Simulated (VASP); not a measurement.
Here is a VASP 6.6.1 calculation.

INCAR

```
AGGAC = 1.0
AGGAX = 1.0
ALDAC = 0.0
ALDAX = 1.0
ALGO = Normal
EDIFF = 1E-6
ENCUT = 520
GGA = B5
ISIF = 2
ISMEAR = -1
LASPH = T
LCHARG = F
LREAL = F
LWAVE = F
NBANDS = 22
NELM = 100
PREC = Accurate
SIGMA = 0.1
```

KPOINTS

```
k-points
0
Gamma
  8 8 11
```

Contents of POSCAR:

```
Ca
1.0
    6.2951492531      0.0000000000      0.0000000000
   -3.1475746265      5.4517591738      0.0000000000
    0.0000000000      0.0000000000      3.7699766142
Ca
3
Direct
    0.0000000000      1.0000000000      1.0000000000
    0.3333333333      0.6666666667      0.5000000000
    0.6666666667      0.3333333333      0.5000000000
```

Potentials or basis: VASP PAW PBE potentials, release 64 (Ca_sv).

Launch:

```bash
$ cat potpaw_PBE.64/Ca_sv/POTCAR > POTCAR
$ mpirun -np 1 vasp_std > vasp.out
```

Task: Estimate the band gap on the k mesh.

Result: Zero (band 15 reaches 2.53 eV, above the bottom of band 16 at 2.34 eV).

Task: Estimate the pressure.

Result: 0.0 GPa.

Caveat: the PAW data sets were made with another functional, which shifts forces and pressure a little.
